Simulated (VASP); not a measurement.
# Si in VASP: a series of runs

The runs below take Si through single point, with PBE.

All numbers are computed with VASP 6.6.1; they aren't measurements. Logs are shortened: lines on timing, memory, paths and dates and some standing lists are left out, and cuts for length are marked.

## Step 1: The cell of the first run

The cell holds a slab with vacuum, 17 atoms: a = 7.702 Å, b = 6.365 Å, c = 19.753 Å, α = 90.00°, β = 90.00°, γ = 90.00°.

## Step 2: Single point, PBE, collinear spin

File INCAR:

```
SYSTEM = Si
PREC = Accurate ; ENCUT = 520
EDIFF = 1E-6 ; ISMEAR = 0
SIGMA = 0.05 ; LREAL = Auto
LASPH = .TRUE. ; NELM = 150
ALGO = Normal ; ISIF = 2
LWAVE = .FALSE. ; LCHARG = .FALSE.
ISPIN = 2 ; MAGMOM = 0 0 0 0 0 0 0 0 0 0 0 0 0 0 0 0 2
LORBIT = 11 ; LDIPOL = .TRUE.
IDIPOL = 3 ; DIPOL = 0.5 0.5 0.324
GGA = PE ; NBANDS = 52
```

File KPOINTS:

```
Automatic mesh
0
G
  4 4 1
  0 0 0
```

File POSCAR:

```
Si
1.0
    7.7021643869      0.0000000000      0.0000000000
    0.0000000000      6.3646811531      0.0000000000
    0.0000000000      0.0000000000     19.7525435111
Si
17
Direct
    0.0000000000      0.9370679262      0.2025055658
    0.5000000000      0.9370679262      0.2025055658
    0.0000000000      0.5629320738      0.2025055658
    0.5000000000      0.5629320738      0.2025055658
    0.2500000000      0.4370679262      0.2587875160
    0.7500000000      0.4370679262      0.2587875160
    0.2500000000      0.0629320738      0.2587875160
    0.7500000000      0.0629320738      0.2587875160
    0.2500000000      0.9333044689      0.3720589473
    0.7500000000      0.9333044689      0.3720589473
    0.2500000000      0.5666955311      0.3720589473
    0.7500000000      0.5666955311      0.3720589473
    0.0000000000      0.4259907554      0.4177964983
    0.5000000000      0.4259907554      0.4177964983
    0.0000000000      0.0740092446      0.4177964983
    0.5000000000      0.0740092446      0.4177964983
    0.2500000000      1.0926574220      0.4982074212
```

Potentials or basis: VASP PAW PBE potentials, release 64 (Si).

On the command line:

```sh
cat potpaw_PBE.64/Si/POTCAR > POTCAR
mpirun -np 1 vasp_std > vasp.out
```

OUTCAR:

```text
SYSTEM = Si
   PREC = Accurate
   ENCUT = 520
   EDIFF = 1E-6
   ISMEAR = 0
   LREAL = Auto
   LASPH = .TRUE.
   NELM = 150
   ISIF = 2
   ISPIN = 2
   LORBIT = 11
   GGA = PE

 ion  position               nearest neighbor table
   1  0.000  0.937  0.203-   7 2.36   8 2.36   3 2.38
   2  0.500  0.937  0.203-   7 2.36   8 2.36   4 2.38
   3  0.000  0.563  0.203-   5 2.36   6 2.36   1 2.38
   4  0.500  0.563  0.203-   5 2.36   6 2.36   2 2.38
   5  0.250  0.437  0.259-   3 2.36   4 2.36   7 2.38  11 2.38
   6  0.750  0.437  0.259-   3 2.36   4 2.36   8 2.38  12 2.38
   7  0.250  0.063  0.259-   1 2.36   2 2.36   5 2.38   9 2.38
   8  0.750  0.063  0.259-   1 2.36   2 2.36   6 2.38  10 2.38
   9  0.250  0.933  0.372-  15 2.31  16 2.31  11 2.33   7 2.38  17 2.69
  10  0.750  0.933  0.372-  15 2.31  16 2.31  12 2.33   8 2.38
  11  0.250  0.567  0.372-  13 2.31  14 2.31   9 2.33   5 2.38
  12  0.750  0.567  0.372-  13 2.31  14 2.31  10 2.33   6 2.38
  13  0.000  0.426  0.418-  15 2.24  12 2.31  11 2.31
  14  0.500  0.426  0.418-  16 2.24  12 2.31  11 2.31
  15  0.000  0.074  0.418-  13 2.24  10 2.31   9 2.31  17 2.50
  16  0.500  0.074  0.418-  14 2.24  10 2.31   9 2.31  17 2.50
  17  0.250  0.093  0.498-  15 2.50  16 2.50   9 2.69

  LATTYP: Found a simple orthorhombic cell.
 ALAT       =     6.3646811531
 B/A-ratio  =     1.2101414355
 C/A-ratio  =     3.1034615931

  Lattice vectors:

 A1 = (   0.0000000000,  -6.3646811531,   0.0000000000)
 A2 = (   7.7021643869,   0.0000000000,   0.0000000000)
 A3 = (   0.0000000000,   0.0000000000,  19.7525435111)

Analysis of symmetry for initial positions (statically):
=====================================================================
 Subroutine PRICEL returns:
 Original cell was already a primitive cell.

 Routine SETGRP: Setting up the symmetry group for a
 simple orthorhombic supercell.

 Subroutine GETGRP returns: Found  2 space group operations
 (whereof  1 operations were pure point group operations)
 out of a pool of  8 trial point group operations.

The static configuration has the point symmetry C_1 .
 The point group associated with its full space group is C_1h.

Analysis of symmetry for dynamics (positions and initial velocities):
=====================================================================
 Subroutine PRICEL returns:
 Original cell was already a primitive cell.

 Routine SETGRP: Setting up the symmetry group for a
 simple orthorhombic supercell.

 Subroutine GETGRP returns: Found  2 space group operations
 (whereof  1 operations were pure point group operations)
 out of a pool of  8 trial point group operations.
[... 181 lines left out ...]

  energy without entropy =      -82.66666027  energy(sigma->0) =      -82.67183821

 E-fermi :  -0.9721     XC(G=0):  -4.1034

 val. band max:       -0.9774978110   @ k =   0.0000   0.2500   0.0000
 cond. band min:      -0.9553075361   @ k =   0.5000   0.2500   0.0000
 fundamental gap:      0.0221902748
 Fermi energy:        -0.9720835369

 spin component 1

 k-point     1 :       0.0000    0.0000    0.0000
  band No.  band energies     occupation
      1     -12.8474      1.00000
      2     -11.5045      1.00000
      3     -11.0115      1.00000
      4     -10.4112      1.00000
      5     -10.3124      1.00000
      6      -9.4832      1.00000
[... 430 lines left out ...]
     45       2.1852      0.00000
     46       2.3976      0.00000
 Fermi energy:        -0.9720835369

 spin component 2

 k-point     1 :       0.0000    0.0000    0.0000
  band No.  band energies     occupation
      1     -12.8043      1.00000
      2     -11.4681      1.00000
      3     -10.9877      1.00000
      4     -10.3812      1.00000
      5     -10.2725      1.00000
      6      -9.4172      1.00000
[... 430 lines left out ...]
     45       2.2077      0.00000
     46       2.4299      0.00000
 [bands above 46 left out]

------------------------ aborting loop because EDIFF is reached ----------------------------------------

 vacuum level on the upper side and lower side of the slab       (xc-potential included)        -0.160         0.165

  FORCE on cell =-STRESS in cart. coord.  units (eV):
  Direction    XX          YY          ZZ          XY          YZ          ZX
  --------------------------------------------------------------------------------------
  -------------------------------------------------------------------------------------
  Total        0.6604667      1.0565091     -0.7870201      0.0000000     -0.7650642      0.0000000
  in kB        1.0928211      1.7481205     -1.3022188      0.0000000     -1.2658901      0.0000000
  external PRESSURE =       0.5129076 kB  Pullay stress =       0.0000000 kB

 VOLUME and BASIS-vectors are now :
 -----------------------------------------------------------------------------
  energy-cutoff  :      520.00
  volume of cell :      968.31
      direct lattice vectors                 reciprocal lattice vectors
     7.702164387  0.000000000  0.000000000     0.129833635  0.000000000  0.000000000
     0.000000000  6.364681153  0.000000000     0.000000000  0.157117061  0.000000000
     0.000000000  0.000000000 19.752543511     0.000000000  0.000000000  0.050626391

 POSITION                                       TOTAL-FORCE (eV/Angst)
 -----------------------------------------------------------------------------------
      0.00000      5.96414      4.00000         0.091784     -0.410388      0.446218
      3.85108      5.96414      4.00000        -0.091784     -0.410388      0.446218
      0.00000      3.58288      4.00000        -0.054688      0.564141      0.674774
      3.85108      3.58288      4.00000         0.054688      0.564141      0.674774
      1.92554      2.78180      5.11171         0.000000      0.077244     -0.543651
      5.77662      2.78180      5.11171         0.000000     -0.117765     -0.654263
[... 9 lines left out ...]
      3.85108      0.47105      8.25254        -0.273703     -0.101519      0.469172
      1.92554      0.58973      9.84086         0.000000     -0.158556     -0.004573
 -----------------------------------------------------------------------------------
    total drift:                                0.000000      0.000030     -0.033790

  FREE ENERGIE OF THE ION-ELECTRON SYSTEM (eV)
  ---------------------------------------------------
  free  energy   TOTEN  =       -82.6770161495 eV

  energy  without entropy=      -82.6666602745  energy(sigma->0) =      -82.67183821

 vacuum level on the upper side and lower side of the slab         3.491         3.842

 total charge

# of ion       s       p       d       tot
------------------------------------------
    1        0.795   0.838   0.000   1.633
    2        0.795   0.838   0.000   1.633
    3        0.800   0.827   0.000   1.627
    4        0.800   0.827   0.000   1.627
    5        0.768   0.887   0.000   1.655
    6        0.766   0.883   0.000   1.649
[... 9 lines left out ...]
   16        0.767   0.928   0.000   1.695
   17        0.910   0.636   0.000   1.546
--------------------------------------------------
tot         13.330  14.845   0.000  28.176

 magnetization (x)

# of ion       s       p       d       tot
------------------------------------------
    1        0.001   0.000   0.000   0.001
    2        0.001   0.000   0.000   0.001
    3        0.002   0.012   0.000   0.014
    4        0.002   0.012   0.000   0.014
    5        0.001   0.004   0.000   0.006
    6        0.000   0.001   0.000   0.001
[... 9 lines left out ...]
   16        0.002   0.007   0.000   0.009
   17        0.004   0.101   0.000   0.105
--------------------------------------------------
tot          0.035   0.198   0.000   0.233
```

It took 53 min on 1 thread of Oxide Virtual Turin-like, shared host; peak memory 1.4 GiB.

Results:

```yaml
Free_energy: -82.6770 eV
Largest_force: 0.881 eV/Å
Net_moment: 0.73 μB per cell
Site_moments: Si +0.00, +0.01, -0.00, +0.10 (each value once) μB
Valence_electrons_inside_the_program's_atomic_spheres: Si 1.63, 1.66, 1.65, 1.69, 1.68, 1.70, 1.55 (each value once)
```

Forces on the atoms (eV/Å):
```
Si   0.092 -0.410  0.446
Si  -0.092 -0.410  0.446
Si  -0.055  0.564  0.675
Si   0.055  0.564  0.675
Si   0.000  0.077 -0.544
Si   0.000 -0.118 -0.654
Si   0.000  0.009 -0.845
Si   0.000 -0.021 -0.498
Si   0.000 -0.069 -0.599
Si   0.000 -0.466 -0.207
Si   0.000 -0.153 -0.157
Si   0.000 -0.007  0.088
Si   0.230  0.401  0.120
Si  -0.230  0.401  0.120
Si   0.274 -0.102  0.469
Si  -0.274 -0.102  0.469
Si   0.000 -0.159 -0.005
```

Levels at points of the mesh, in eV from the Fermi level:
Spin up:
| k point | band 33 | band 34 | band 35 | band 36 | band 37 | band 38 |
| --- | --- | --- | --- | --- | --- | --- |
| (0.00, 0.00, 0.00) | -0.27 | -0.13 | -0.04 | 0.48 | 0.77 | 0.96 |
| (0.50, 0.00, 0.00) | -0.29 | -0.07 | 0.44 | 0.46 | 0.89 | 1.20 |
| (0.00, 0.50, 0.00) | -0.72 | -0.23 | -0.09 | 0.29 | 0.43 | 0.88 |
| (0.50, 0.50, 0.00) | -0.43 | -0.06 | -0.06 | 0.23 | 0.30 | 0.87 |
Spin down:
```csv
k point,band 32,band 33,band 34,band 35,band 36,band 37
"(0.00, 0.00, 0.00)",-0.24,-0.16,-0.11,0.11,0.59,0.95
"(0.50, 0.00, 0.00)",-0.46,-0.08,0.09,0.50,0.56,0.93
"(0.00, 0.50, 0.00)",-0.82,-0.67,-0.08,0.05,0.36,0.52
"(0.50, 0.50, 0.00)",-0.40,-0.36,-0.04,0.07,0.33,0.34
```

Caveat: a moment this small can come from the mesh or the smearing.

## Step 3: Single point, PBE, collinear spin

File INCAR:

```
SYSTEM = Si
PREC     = Accurate       ! precision mode
ENCUT    = 520            ! plane-wave cutoff, eV
EDIFF    = 1E-7           ! SCF threshold, eV
ISMEAR   = 0              ! smearing method
SIGMA    = 0.05           ! smearing width, eV
LREAL    = Auto         
LASPH    = .TRUE.         ! aspherical terms in the spheres
NELM     = 150            ! most SCF steps
ALGO     = Fast           ! electronic algorithm
ISIF     = 2              ! what is computed and relaxed
LWAVE    = .FALSE.        ! write WAVECAR
LCHARG   = .TRUE.         ! write CHGCAR
ISPIN    = 2              ! spin polarisation
MAGMOM   = 0 0 0 0 0 0 0 0 0 0 0 0 0 0 0 0 2 ! initial moments
LORBIT   = 11             ! projections on sites
LDIPOL   = .TRUE.       
IDIPOL   = 3            
DIPOL    = 0.5 0.5 0.326
GGA      = PE             ! functional
LELF     = .TRUE.         ! ELF
LVHAR    = .TRUE.       
LVACPOTAV= .TRUE.       
NBANDS   = 52             ! bands
```

File KPOINTS:

```
regular mesh
0
G
  4 4 1
  0 0 0
```

POSCAR, as its differences from that of step 2:

```diff
@@ -24,2 +24,2 @@
     0.5000000000      0.0740092446      0.4177964983
-    0.2500000000      1.0926574220      0.4982074212
+    0.0000000000      0.4259907554      0.5333711606
```

Potentials or basis: VASP PAW PBE potentials, release 64 (Si).

On the command line:

```sh
cat potpaw_PBE.64/Si/POTCAR > POTCAR
mpirun -np 1 vasp_std > vasp.out
```

OUTCAR:

```text
SYSTEM = Si
   PREC = Accurate
   ENCUT = 520
   EDIFF = 1E-7
   ISMEAR = 0
   LREAL = Auto
   LASPH = .TRUE.
   NELM = 150
   ISIF = 2
   ISPIN = 2
   LORBIT = 11
   GGA = PE

 ion  position               nearest neighbor table
   1  0.000  0.937  0.203-   7 2.36   8 2.36   3 2.38
   2  0.500  0.937  0.203-   7 2.36   8 2.36   4 2.38
   3  0.000  0.563  0.203-   5 2.36   6 2.36   1 2.38
   4  0.500  0.563  0.203-   5 2.36   6 2.36   2 2.38
   5  0.250  0.437  0.259-   3 2.36   4 2.36   7 2.38  11 2.38
   6  0.750  0.437  0.259-   3 2.36   4 2.36   8 2.38  12 2.38
   7  0.250  0.063  0.259-   1 2.36   2 2.36   5 2.38   9 2.38
   8  0.750  0.063  0.259-   1 2.36   2 2.36   6 2.38  10 2.38
   9  0.250  0.933  0.372-  15 2.31  16 2.31  11 2.33   7 2.38
  10  0.750  0.933  0.372-  15 2.31  16 2.31  12 2.33   8 2.38
  11  0.250  0.567  0.372-  13 2.31  14 2.31   9 2.33   5 2.38
  12  0.750  0.567  0.372-  13 2.31  14 2.31  10 2.33   6 2.38
  13  0.000  0.426  0.418-  15 2.24  17 2.28  11 2.31  12 2.31
  14  0.500  0.426  0.418-  16 2.24  12 2.31  11 2.31
  15  0.000  0.074  0.418-  13 2.24  10 2.31   9 2.31
  16  0.500  0.074  0.418-  14 2.24  10 2.31   9 2.31
  17  0.000  0.426  0.533-  13 2.28

  LATTYP: Found a simple orthorhombic cell.
 ALAT       =     6.3646811531
 B/A-ratio  =     1.2101414355
 C/A-ratio  =     3.1034615931

  Lattice vectors:

 A1 = (   0.0000000000,  -6.3646811531,   0.0000000000)
 A2 = (   7.7021643869,   0.0000000000,   0.0000000000)
 A3 = (   0.0000000000,   0.0000000000,  19.7525435111)

Analysis of symmetry for initial positions (statically):
=====================================================================
 Subroutine PRICEL returns:
 Original cell was already a primitive cell.

 Routine SETGRP: Setting up the symmetry group for a
 simple orthorhombic supercell.

 Subroutine GETGRP returns: Found  2 space group operations
 (whereof  2 operations were pure point group operations)
 out of a pool of  8 trial point group operations.

[... 648 lines left out ...]

 k-point     1 :       0.0000    0.0000    0.0000
  band No.  band energies     occupation
      1     -12.5715      1.00000
      2     -11.2953      1.00000
      3     -10.8610      1.00000
      4     -10.3758      1.00000
      5     -10.1599      1.00000
      6      -9.3200      1.00000
[... 430 lines left out ...]
     45       2.3239      0.00000
     46       2.4839      0.00000
 [bands above 46 left out]

------------------------ aborting loop because EDIFF is reached ----------------------------------------

  FORCE on cell =-STRESS in cart. coord.  units (eV):
  Direction    XX          YY          ZZ          XY          YZ          ZX
  --------------------------------------------------------------------------------------
  -------------------------------------------------------------------------------------
  Total        2.7449042     -0.8565996     -1.9906118      0.0000000     -1.6650815      0.0000000
  in kB        4.5417719     -1.4173463     -3.2937049      0.0000000     -2.7550762      0.0000000
  external PRESSURE =      -0.0564265 kB  Pullay stress =       0.0000000 kB

 VOLUME and BASIS-vectors are now :
 -----------------------------------------------------------------------------
  energy-cutoff  :      520.00
  volume of cell :      968.31
      direct lattice vectors                 reciprocal lattice vectors
     7.702164387  0.000000000  0.000000000     0.129833635  0.000000000  0.000000000
     0.000000000  6.364681153  0.000000000     0.000000000  0.157117061  0.000000000
     0.000000000  0.000000000 19.752543511     0.000000000  0.000000000  0.050626391

 POSITION                                       TOTAL-FORCE (eV/Angst)
 -----------------------------------------------------------------------------------
      0.00000      5.96414      4.00000         0.000000     -0.781631      0.650065
      3.85108      5.96414      4.00000         0.000000     -0.576078      0.478020
      0.00000      3.58288      4.00000         0.000000      0.763763      0.629402
      3.85108      3.58288      4.00000         0.000000      0.568270      0.554329
      1.92554      2.78180      5.11171         0.081832      0.066509     -0.572897
      5.77662      2.78180      5.11171        -0.081832      0.066509     -0.572897
[... 9 lines left out ...]
      3.85108      0.47105      8.25254         0.000000      0.013261     -0.017861
      0.00000      2.71130     10.53544         0.000000     -0.617998     -0.008434
 -----------------------------------------------------------------------------------
    total drift:                               -0.000000     -0.002565     -0.029952

  FREE ENERGIE OF THE ION-ELECTRON SYSTEM (eV)
  ---------------------------------------------------
  free  energy   TOTEN  =       -82.2055628351 eV

  energy  without entropy=      -82.1977548133  energy(sigma->0) =      -82.20165882

 vacuum level on the upper side and lower side of the slab         3.661         3.793

 total charge

# of ion       s       p       d       tot
------------------------------------------
    1        0.793   0.835   0.000   1.628
    2        0.794   0.836   0.000   1.629
    3        0.793   0.836   0.000   1.629
    4        0.794   0.835   0.000   1.629
    5        0.761   0.892   0.000   1.654
    6        0.761   0.892   0.000   1.654
[... 9 lines left out ...]
   16        0.785   0.900   0.000   1.685
   17        0.926   0.621   0.000   1.547
--------------------------------------------------
tot         13.294  14.927   0.000  28.221

 magnetization (x)

# of ion       s       p       d       tot
------------------------------------------
    1        0.006   0.025   0.000   0.030
    2        0.014   0.079   0.000   0.093
    3       -0.004  -0.022   0.000  -0.026
    4       -0.008  -0.056   0.000  -0.065
    5        0.001   0.001   0.000   0.002
    6        0.001   0.001   0.000   0.002
[... 9 lines left out ...]
   16       -0.001  -0.010   0.000  -0.011
   17        0.002   0.086   0.000   0.088
--------------------------------------------------
tot          0.013   0.096   0.000   0.109
```

Run time: 68 min. Hardware: 1 thread of Oxide Virtual Turin-like, shared host; peak memory 1.5 GiB.

Results:

```
Free energy                                           : -82.2056 eV
Largest force                                         : 1.017 eV/Å
Net moment                                            : 0.40 μB per cell
Site moments                                          : Si +0.03, +0.09, -0.03, -0.07, +0.00, -0.00, +0.01, -0.01 (each value once) μB
Valence electrons inside the program's atomic spheres : Si 1.63, 1.65, 1.69, 1.75, 1.68, 1.55 (each value once)
```

Forces in eV/Å, atoms in the order of the input:
```
Si   0.000 -0.782  0.650
Si   0.000 -0.576  0.478
Si   0.000  0.764  0.629
Si   0.000  0.568  0.554
Si   0.082  0.067 -0.573
Si  -0.082  0.067 -0.573
Si   0.043 -0.056 -0.571
Si  -0.043 -0.056 -0.571
Si  -0.094  0.077 -0.018
Si   0.094  0.077 -0.018
Si   0.143  0.095 -0.371
Si  -0.143  0.095 -0.371
Si   0.000  0.761 -0.036
Si   0.000 -0.043  0.074
Si   0.000 -0.450  0.742
Si   0.000  0.013 -0.018
Si   0.000 -0.618 -0.008
```
